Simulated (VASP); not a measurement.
# CaPd (Pm-3m) in VASP: single point with LDA

Aim: the single point of CaPd with LDA.

All numbers are computed with VASP 6.6.1; they aren't measurements. Logs are shortened: lines on timing, memory, paths and dates and some standing lists are left out, and cuts for length are marked.

## Step 1: The cell of the first run

Symmetry: Pm-3m, No. 221, cubic system. Conventional cell: a = 3.506 Å, b = 3.506 Å, c = 3.506 Å, α = 90.00°, β = 90.00°, γ = 90.00°. Within 4.0 Å of Ca (site symmetry m-3m) lie 8 Pd at 3.04 Å and 6 Ca at 3.51 Å. Within 4.0 Å of Pd (site symmetry m-3m) lie 8 Ca at 3.04 Å and 6 Pd at 3.51 Å.

## Step 2: Single point, LDA, collinear spin

The input, INCAR:

```
PREC     = Accurate       # precision mode
ENCUT    = 520            # plane-wave cutoff, eV
EDIFF    = 1E-7           # SCF threshold, eV
ISMEAR   = -1             # smearing method
SIGMA    = 0.1            # smearing width, eV
LREAL    = F              # projectors in reciprocal space
LASPH    = T              # aspherical terms in the spheres
NELM     = 150            # most SCF steps
ALGO     = Normal         # electronic algorithm
ISIF     = 2              # what is computed and relaxed
LWAVE    = F              # write WAVECAR
LCHARG   = F              # write CHGCAR
ISPIN    = 2              # spin polarisation
MAGMOM   = 0 0.5          # initial moments
LORBIT   = 11             # projections on sites
NUPDOWN  = 0.5            # fixed moment
LMAXMIX  = 4              # l up to which the mixer works
NBANDS   = 21             # bands
```

The input, KPOINTS:

```
Automatic mesh
0
Gamma
  9 9 9
```

The input, POSCAR:

```
CaPd
1.0
    3.5056854800      0.0000000000      0.0000000000
    0.0000000000      3.5056854800      0.0000000000
    0.0000000000      0.0000000000      3.5056854800
Ca Pd
1 1
Direct
    0.0000000000      0.0000000000      0.0000000000
    0.5000000000      0.5000000000      0.5000000000
```

Potentials or basis: VASP PAW LDA potentials, release 64 (Ca_sv, Pd).

The run is started by

```
$ cat potpaw_LDA.64/Ca_sv/POTCAR potpaw_LDA.64/Pd/POTCAR > POTCAR
$ mpirun -np 1 vasp_std > vasp.out
```

OUTCAR:

```text
PREC = Accurate
   ENCUT = 520
   EDIFF = 1E-7
   ISMEAR = -1
   LREAL = F
   LASPH = T
   NELM = 150
   ISIF = 2
   ISPIN = 2
   LORBIT = 11
   NUPDOWN = 0.5

 ion  position               nearest neighbor table
   1  0.000  0.000  0.000-   2 3.04   2 3.04   2 3.04   2 3.04   2 3.04   2 3.04   2 3.04   2 3.04

   2  0.500  0.500  0.500-   1 3.04   1 3.04   1 3.04   1 3.04   1 3.04   1 3.04   1 3.04   1 3.04

  LATTYP: Found a simple cubic cell.
 ALAT       =     3.5056854800

  Lattice vectors:

 A1 = (   3.5056854800,   0.0000000000,   0.0000000000)
 A2 = (   0.0000000000,   3.5056854800,   0.0000000000)
 A3 = (   0.0000000000,   0.0000000000,   3.5056854800)

Analysis of symmetry for initial positions (statically):
=====================================================================
 Subroutine PRICEL returns:
 Original cell was already a primitive cell.

 Routine SETGRP: Setting up the symmetry group for a
 simple cubic supercell.

 Subroutine GETGRP returns: Found 48 space group operations
 (whereof 48 operations were pure point group operations)
 out of a pool of 48 trial point group operations.

The static configuration has the point symmetry O_h .

Analysis of symmetry for dynamics (positions and initial velocities):
=====================================================================
 Subroutine PRICEL returns:
 Original cell was already a primitive cell.

 Routine SETGRP: Setting up the symmetry group for a
 simple cubic supercell.

 Subroutine GETGRP returns: Found 48 space group operations
 (whereof 48 operations were pure point group operations)
 out of a pool of 48 trial point group operations.

The dynamic configuration has the point symmetry O_h .

Analysis of structural, dynamic, and magnetic symmetry:
=====================================================================
 Subroutine PRICEL returns:
 Original cell was already a primitive cell.

 Routine SETGRP: Setting up the symmetry group for a
 simple cubic supercell.

 Subroutine GETGRP returns: Found 48 space group operations
 (whereof 48 operations were pure point group operations)
 out of a pool of 48 trial point group operations.

The overall configuration has the point symmetry O_h .

 Subroutine INISYM returns: Found 48 space group operations
 (whereof 48 operations are pure point group operations),
 and found     1 'primitive' translations

----------------------------------------------------------------------------------------

                                     Primitive cell

  volume of cell :      43.0843

  direct lattice vectors                    reciprocal lattice vectors
     3.505685480  0.000000000  0.000000000     0.285250918  0.000000000  0.000000000
     0.000000000  3.505685480  0.000000000     0.000000000  0.285250918  0.000000000
     0.000000000  0.000000000  3.505685480     0.000000000  0.000000000  0.285250918

  length of vectors
     3.505685480  3.505685480  3.505685480     0.285250918  0.285250918  0.285250918

  position of ions in fractional coordinates (direct lattice)
     0.000000000  0.000000000  0.000000000
     0.500000000  0.500000000  0.500000000

  ion indices of the primitive-cell ions
   primitive index   ion index
                 1           1
                 2           2

----------------------------------------------------------------------------------------

 KPOINTS: Automatic mesh

Automatic generation of k-mesh.
 Grid dimensions read from file:
 generate k-points for:    9    9    9

 Generating k-lattice:

  Cartesian coordinates                     Fractional coordinates (reciprocal lattice)
     0.031694546  0.000000000  0.000000000     0.111111111  0.000000000  0.000000000
     0.000000000  0.031694546  0.000000000     0.000000000  0.111111111  0.000000000
     0.000000000  0.000000000  0.031694546     0.000000000  0.000000000  0.111111111

  Length of vectors
     0.031694546  0.031694546  0.031694546

  Shift w.r.t. Gamma in fractional coordinates (k-lattice)
     0.000000000  0.000000000  0.000000000

 Subroutine IBZKPT returns following result:
 ===========================================

 Found     35 irreducible k-points:

 Following reciprocal coordinates:
            Coordinates               Weight
  0.000000  0.000000  0.000000      1.000000
  0.111111  0.000000  0.000000      6.000000
  0.222222  0.000000  0.000000      6.000000
  0.333333  0.000000  0.000000      6.000000
  0.444444  0.000000  0.000000      6.000000
  0.111111  0.111111  0.000000     12.000000
[... 16 lines left out ...]
  0.333333  0.333333  0.111111     24.000000
  0.444444  0.333333  0.111111     48.000000
 [... further k-points ...]
   k-points           NKPTS =     35   k-points in BZ     NKDIM =     35   number of bands    NBANDS=     21
   number of dos      NEDOS =    301   number of ions     NIONS =      2
   total plane-waves  NPLWV =  21952
   dimension x,y,z NGX =    28 NGY =   28 NGZ =   28
   dimension x,y,z NGXF=    56 NGYF=   56 NGZF=   56
   ions per type =               1   1
   NGX,Y,Z   is equivalent  to a cutoff of  13.28, 13.28, 13.28 a.u.
   NGXF,Y,Z  is equivalent  to a cutoff of  26.56, 26.56, 26.56 a.u.
 SYSTEM =  unknown system
   PREC   = accura    normal or accurate (medium, high low for compatibility)
   ISTART =      0    job   : 0-new  1-cont  2-samecut
   ICHARG =      2    charge: 1-file 2-atom 10-const
   ISPIN  =      2    spin polarized calculation?
   LNONCOLLINEAR =      F non collinear calculations
   LSORBIT =      F    spin-orbit coupling
   LASPH  =      T    aspherical Exc in radial PAW
   ENCUT  =  520.0 eV  38.22 Ry    6.18 a.u.   6.52  6.52  6.52*2*pi/ulx,y,z
   NELM   =    150;   NELMIN=  2; NELMDL= -5     # of ELM steps
   EDIFF  = 0.1E-06   stopping-criterion for ELM
   LREAL  =      F    real-space projection
   EDIFFG = 0.1E-05   stopping-criterion for IOM
   NSW    =      0    number of steps for IOM
   IBRION =     -1    ionic relax: 0-MD 1-quasi-New 2-CG
   NFREE  =      0    steps in history (QN), initial steepest desc. (CG)
   ISIF   =      2    stress and relaxation
   ISYM   =      2    0-nonsym 1-usesym 2-fastsym
   POTIM  = 0.5000    time-step for ionic-motion
   TEBEG  =    0.0;   TEEND  =   0.0 temperature during run
   PSTRESS=    0.0 pullay stress
   NELECT =      20.0000    total number of electrons
   NUPDOWN=       0.5000    fix difference up-down
   EMIN   =  10.00;   EMAX   =-10.00  energy-range for DOS
   EFERMI =   0.00;   METHOD = LEGACY
   ISMEAR =    -1;   SIGMA  =   0.10  broadening in eV -4-tet -1-fermi 0-gaus
   EFERMI_NEDOS =   21; number of points for ismear=-14 and -15
   IALGO  =     38    algorithm
   IMIX   =      4    mixing-type and parameters
     AMIX     =   0.40;   BMIX     =  1.00
     AMIX_MAG =   1.60;   BMIX_MAG =  1.00
  volume/ion in A,a.u.               =      21.54       145.37
  Fermi-wavevector in a.u.,A,eV,Ry     =   1.267589  2.395396 21.861603  1.606782
  Thomas-Fermi vector in A             =   2.400729
   LORBIT       =     11    0 simple, 1 ext, 2 COOP (PROOUT), +10 PAW based schemes
   GGA     = CA    functional components
   LHFCALC =     F    Hartree Fock is set to
   AEXX    =    0.0000 exact exchange contribution
   IVDW    =     0    specifies the selected vdW correction
   LEPSILON=     F    determine dielectric tensor
   LRPA    =     F    only Hartree local field effects (RPA)
 spin polarized calculation
  energy-cutoff  :      520.00
  volume of cell :       43.08
 maximum number of plane-waves:      1189
 NGX is ok and might be reduce to    28
   NGX = 13   NGY = 13   NGZ = 13

 number of electron      19.9999996 magnetization       0.5000000

 Free energy of the ion-electron system (eV)
  ---------------------------------------------------
  ext. energy  EPLUGINS =         0.00000000
  ---------------------------------------------------
  free energy    TOTEN  =        -9.83953374 eV

  energy without entropy =       -9.80817946  energy(sigma->0) =       -9.82385660

 E-fermi :   4.5917     XC(G=0): -10.8511

 val. band max:        5.6910142440   @ k =   0.4444   0.4444   0.4444
 cond. band min:       4.6097965392   @ k =   0.4444   0.3333   0.2222
 fundamental gap:     -1.0812177049
 Fermi energy:         5.7597629982

 spin component 1

 k-point     1 :       0.0000    0.0000    0.0000
  band No.  band energies     occupation
      1     -34.8108      1.00000
      2     -16.0445      1.00000
      3     -16.0445      1.00000
      4     -16.0445      1.00000
      5      -0.1723      1.00000
      6       1.7050      1.00000
[... 13 lines left out ...]
     20      19.7921      0.00000
     21      19.7921      0.00000

 k-point     2 :       0.1111    0.0000    0.0000
  band No.  band energies     occupation
      1     -34.8081      1.00000
      2     -16.0770      1.00000
      3     -16.0424      1.00000
      4     -16.0424      1.00000
      5       0.0176      1.00000
      6       1.7505      1.00000
[... 520 lines left out ...]
 k-point    24 :       0.4444    0.3333    0.1111
  band No.  band energies     occupation
      1     -34.7704      1.00000
      2     -16.2674      1.00000
      3     -16.2053      1.00000
      4     -16.0359      1.00000
      5       1.8994      1.00000
      6       1.9855      1.00000
[... 13 lines left out ...]
     20      17.9099      0.00000
     21      18.4992      0.00000

 [... further k-points ...]

 spin component 2

 k-point     1 :       0.0000    0.0000    0.0000
  band No.  band energies     occupation
      1     -34.7528      1.00000
      2     -15.9814      1.00000
      3     -15.9814      1.00000
      4     -15.9814      1.00000
      5       0.0247      1.00000
      6       1.8597      1.00000
[... 13 lines left out ...]
     20      19.9433      0.00000
     21      19.9433      0.00000

 k-point     2 :       0.1111    0.0000    0.0000
  band No.  band energies     occupation
      1     -34.7501      1.00000
      2     -16.0135      1.00000
      3     -15.9794      1.00000
      4     -15.9794      1.00000
      5       0.2143      1.00000
      6       1.9049      1.00000
[... 520 lines left out ...]
 k-point    24 :       0.4444    0.3333    0.1111
  band No.  band energies     occupation
      1     -34.7128      1.00000
      2     -16.2016      1.00000
      3     -16.1403      1.00000
      4     -15.9731      1.00000
      5       2.0331      1.00000
      6       2.1372      1.00000
[... 13 lines left out ...]
     20      18.0859      0.00000
     21      18.6817      0.00000

 [... further k-points ...]
[... 5 lines left out ...]
  --------------------------------------------------------------------------------------
  -------------------------------------------------------------------------------------
  Total       -1.1903825     -1.1903825     -1.1903825      0.0000000      0.0000000     -0.0000000
  in kB      -44.2668155    -44.2668155    -44.2668155      0.0000000      0.0000000     -0.0000000
  external PRESSURE =     -44.2668155 kB  Pullay stress =       0.0000000 kB

 VOLUME and BASIS-vectors are now :
 -----------------------------------------------------------------------------
  energy-cutoff  :      520.00
  volume of cell :       43.08
      direct lattice vectors                 reciprocal lattice vectors
     3.505685480  0.000000000  0.000000000     0.285250918  0.000000000  0.000000000
     0.000000000  3.505685480  0.000000000     0.000000000  0.285250918  0.000000000
     0.000000000  0.000000000  3.505685480     0.000000000  0.000000000  0.285250918

 POSITION                                       TOTAL-FORCE (eV/Angst)
 -----------------------------------------------------------------------------------
      0.00000      0.00000      0.00000         0.000000      0.000000      0.000000
      1.75284      1.75284      1.75284         0.000000      0.000000      0.000000
 -----------------------------------------------------------------------------------
    total drift:                                0.000000      0.000000      0.000000

  FREE ENERGIE OF THE ION-ELECTRON SYSTEM (eV)
  ---------------------------------------------------
  free  energy   TOTEN  =        -9.8395337376 eV

  energy  without entropy=       -9.8081794636  energy(sigma->0) =       -9.82385660

 total charge

# of ion       s       p       d       tot
------------------------------------------
    1        2.074   5.843   0.270   8.188
    2        0.552   0.205   8.596   9.353
--------------------------------------------------
tot          2.626   6.048   8.866  17.540

 magnetization (x)

# of ion       s       p       d       tot
------------------------------------------
    1        0.007   0.012   0.051   0.071
    2        0.072   0.053   0.106   0.231
--------------------------------------------------
tot          0.080   0.065   0.157   0.301
```

It took 51 s on 1 thread of AMD EPYC 7R43 (Zen 3), shared host; peak memory 0.14 GiB.

What came out:

```
Free energy                                           : -9.8395 eV
Pressure                                              : -4.4 GPa
Net moment                                            : 0.50 μB per cell
Site moments                                          : Ca +0.07; Pd +0.23 μB
Valence electrons inside the program's atomic spheres : Ca 8.19; Pd 9.35
```

Caveat: the cell stands under tension; the total moment is fixed, so each spin has its own Fermi level and the state may be an excited one.
